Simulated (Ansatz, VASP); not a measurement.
**Mg in VASP and in Ansatz**

```
CELL_PARAMETERS angstrom
-1.46174 1.46174 1.47650
1.46174 -1.46174 1.47650
1.49127 1.49127 -1.47650
ATOMIC_POSITIONS crystal
Mg 0.00000 0.00000 0.00000
```

Change from the starting cell: xy shear strain of +2 %, PAW files.

Alike in both runs: task electric field gradients; functional PBE; k mesh 19 × 19 × 19; occupations fermi-dirac, width 0.03 eV; no spin polarisation.

```csv
,VASP,Ansatz
version,VASP 6.6.1,Ansatz 0.2.0
potentials or method,"VASP PAW PBE potentials, release 64 (Mg)","PAW with Ansatz's default frozen-core files, scalar-relativistic"
plane-wave cutoff (eV),520,420
valence electrons in the cell,2,10
```

```csv
,VASP,Ansatz,Ansatz less VASP
pressure (GPa),63.5,62.7,-0.84
"traceless stress, the component that is largest in VASP (GPa)",-2.65,-2.62,+0.034
size of Vzz on the site where it differs most (V/Å²),0.6,0.1,-0.58
```

Both programs put the cell under a high pressure, so it lies far from rest at this level. VASP's potentials hold 2 valence electrons a cell and Ansatz's 10, so a difference there can come from the potentials and not from the codes.

Noted on VASP's run: the cell as given lies far from equilibrium.
